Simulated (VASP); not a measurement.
Write the native input for VASP 6.6.1 that does the following.

```
Task                   : single point
Functional             : RPBE
Potentials or basis    : VASP PAW PBE potentials, release 64 (Sc_sv)
Cutoff                 : 520 eV
k mesh                 : 12 × 12 × 12
Occupations            : fermi-dirac, width 0.1 eV
Spin                   : no spin polarisation
Dipole correction      : no
Further INCAR settings : ALGO = Normal; EDIFF = 1e-06; NBANDS = 12
```

The structure of Sc lies in POSCAR:

```
Sc
1.0
    3.1006465768      0.0000000000      0.0000000000
    0.0000000000      3.1006465768      0.0000000000
    0.0000000000      0.0000000000      3.1006465768
Sc
1
Direct
    0.0000000000      0.0000000000      0.0000000000
```

This cell differs from its parent crystal: volume scaled by 1.08.

One way to write it, as run:

INCAR

```
PREC = Accurate
ENCUT = 520
EDIFF = 1E-6
ISMEAR = -1
SIGMA = 0.1
LREAL = False
LASPH = True
NELM = 60
ALGO = Normal
ISIF = 2
LWAVE = False
LCHARG = False
GGA = RP
NBANDS = 12
```

KPOINTS

```
regular mesh
0
Gamma
  12 12 12
```

Potentials or basis: VASP PAW PBE potentials, release 64 (Sc_sv).

Launch:

```sh
$ cat potpaw_PBE.64/Sc_sv/POTCAR > POTCAR
$ mpirun -np 1 vasp_std > vasp.out
```

It gave:

```json
{
 "Pressure": "-2.3 GPa"
}
```

Caveat: the PAW data sets were made with another functional, which shifts forces and pressure a little.

Wall time 7.9 s on 1 thread of Intel(R) Xeon(R) 6975P-C (Granite Rapids), on a shared host, peak memory 0.15 GiB.
